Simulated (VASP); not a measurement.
Li2ClF:

```
F Li Cl
1.0
     3.34315    0.00000    0.00000
     0.00000    3.34315    0.00000
     0.00000    0.00000    4.60128
F Li Cl
1 2 1
Direct
  0.00000 0.00000 0.00000
  0.00000 0.00000 0.50000
  0.50000 0.50000 0.00000
  0.50000 0.50000 0.50000
```

Program: VASP 6.6.1. Alike in all runs: task single point; potentials or basis VASP PAW PBE potentials, release 64 (F, Li_sv, Cl); no spin polarisation; cell as given; cutoff (eV) 520. Hardware: 1 thread of Intel(R) Xeon(R) Platinum 8488C (Sapphire Rapids), with other jobs on the host.

Order these runs on this cell by their wall time, lowest first.
A. level PBE; k mesh 4 × 4 × 4; smearing gaussian 0.01 eV
B. level PBE; k mesh 8 × 8 × 6; smearing fermi-dirac 0.02 eV
C. level r2SCAN; k mesh 8 × 8 × 6; smearing gaussian 0.01 eV

A (12 s), B (43 s), C (160 s).

Caveats: some runs use coarse meshes.
